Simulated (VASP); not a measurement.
The system is BN.

```
B N
1.0
     0.00000    1.80482    1.80482
     1.80482    0.00000    1.80482
     1.80482    1.80482    0.00000
B N
1 1
Direct
  0.00000 0.00000 0.00000
  0.25000 0.25000 0.25000
```

Base run:

| Property | Result |
| --- | --- |
| Program | VASP 6.6.1 |
| Functional | HF |
| Potentials or basis | VASP PAW PBE potentials, release 64 (B, N) |
| Cutoff | 520 eV |
| k mesh | 8 × 8 × 8 |
| Occupations | gaussian, width 0.01 eV |
| Spin | no spin polarisation |

Its results: band gap on the k mesh 13.75 eV (least direct gap 19.44 eV); pressure -3.4 GPa.

Q: The run is repeated on the same cell with these changes: functional from HF to r2SCAN0; share of exact exchange from 1 to 0.25. What comes out?

A: Band gap on the k mesh 6.87 eV (least direct gap 11.78 eV); pressure -5.5 GPa.

Caveats: the cell stands under tension; the PAW data sets were made with another functional, which shifts forces and pressure a little.

A k mesh can miss the band edges.
